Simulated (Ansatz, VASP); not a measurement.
## MgO in VASP and in Ansatz

```xyz
2
Lattice="0.0000 2.0917 2.0917 2.0917 0.0000 2.0917 2.0917 2.0917 0.0000" Properties=species:S:1:pos:R:3 pbc="T T T"
Mg    0.0000    0.0000    0.0278
O     2.0917    2.0917    2.0494
```

Change from the starting cell: mode 6 frozen in at -0.043 Å, equal normal strain along x, y and z -0.0167.

Alike in both runs: task single point; functional PBE; k mesh 10 × 10 × 10; occupations gaussian, width 0.05 eV; no spin polarisation.

|  | VASP | Ansatz |
| --- | --- | --- |
| version | VASP 6.6.1 | Ansatz 0.2.0 |
| potentials or method | VASP PAW PBE potentials, release 64 (Mg, O), cutoff 600 eV | scalar-relativistic, plane waves, PAW |
| valence electrons in the cell | 8 | 16 |

```csv
,VASP,Ansatz,Ansatz less VASP
gap on the k mesh at the Fermi level (eV),4.93,4.95,+0.018
least direct gap on the mesh (eV),4.93,4.95,+0.018
pressure (GPa),7.8,8.9,+1.10
"traceless stress, the component that is largest in VASP (GPa)",1.31,1.29,-0.020
rms of the force components (eV/Å),0.255,0.252,-0.0036
```

Atom by atom the forces differ by 0.004 eV/Å (rms over components). VASP's potentials hold 8 valence electrons a cell and Ansatz's 16, so a difference there can come from the potentials and not from the codes.
